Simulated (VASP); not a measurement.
Here is a VASP 6.6.1 calculation.

INCAR

```
  PREC = Accurate
  ENCUT = 500
  EDIFF = 1E-6
  ISMEAR = 0
  SIGMA = 0.1
  LREAL = False
  LASPH = True
  NELM = 200
  ALGO = Normal
  ISIF = 2
  LWAVE = False
  LCHARG = False
  GGA = PE
  NBANDS = 34
  GGA_COMPAT = False
  LMAXMIX = 6
```

File KPOINTS:

```
Automatic mesh
0
Gamma
  3 3 4
```

Contents of POSCAR:

```
HoNb2As3
1.0
    5.8557689321      0.0000000000      0.0000000000
   -2.9278844660      5.0712446539      0.0000000000
    0.0000000000      0.0000000000      4.0766161430
Ho Nb As
1 2 3
Direct
    0.0000000000      0.0000000000      0.0000000000
    0.6666666667      0.3333333333      0.0000000000
    0.3333333333      0.6666666667      0.0000000000
    0.0000000000      0.5000000000      0.5000000000
    0.5000000000      0.5000000000      0.5000000000
    0.5000000000      0.0000000000      0.5000000000
```

Potentials or basis: VASP PAW PBE potentials, release 64 (Ho_3, Nb_sv, As), 4f in core.

Command:

```sh
$ cat potpaw_PBE.64/Ho_3/POTCAR potpaw_PBE.64/Nb_sv/POTCAR potpaw_PBE.64/As/POTCAR > POTCAR
$ mpirun -np 1 vasp_std > vasp.out
```

(1) Estimate the pressure.

(2) What does it give for the band gap on the k mesh?

## Answers

(1) 0.3 GPa.

(2) zero (bands 25 and 26 overlap by 0.98 eV).

Caveat: the k points lie up to 0.41 Å⁻¹ apart, too coarse for converged energies and pressures of a metal; spin-orbit coupling is left out, which moves the levels of the heavy elements; the 4f electrons are frozen in the core, so they carry no moment and show no levels.
